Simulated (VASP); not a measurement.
Input of a VASP 6.6.1 run:

File INCAR:

```
SYSTEM = ZnO
  PREC = Accurate
  ENCUT = 520
  EDIFF = 1E-6
  ISMEAR = -1
  SIGMA = 0.01
  LREAL = .FALSE.
  LASPH = .TRUE.
  NELM = 80
  ALGO = Normal
  ISIF = 2
  LWAVE = .FALSE.
  LCHARG = .FALSE.
  GGA = PE
  NBANDS = 16
```

The input KPOINTS:

```
Automatic mesh
0
G
  11 11 11
  0 0 0
```

File POSCAR:

```
ZnO
1.0
    0.0000000000      2.1562328495      2.1079000000
    2.1562328495      0.0000000000      2.1079000000
    2.1562328495      2.1562328495      0.0000000000
Zn O
1 1
Direct
    0.0000000000      0.0000000000      0.0000000000
    0.5000000000      0.5000000000      0.5000000000
```

Potentials or basis: VASP PAW PBE potentials, release 64 (Zn, O).

Command:

```sh
$ cat potpaw_PBE.64/Zn/POTCAR potpaw_PBE.64/O/POTCAR > POTCAR
$ mpirun -np 1 vasp_std > vasp.out
```

Estimate the band gap on the k mesh.

0.84 eV, indirect (least direct gap 2.21 eV).

Estimate the pressure.

7.5 GPa.

Stress tensor (GPa, compression positive):
```
6.59 0.00 0.00
0.00 6.59 0.00
0.00 0.00 9.35
```

 A k mesh can miss the band edges.
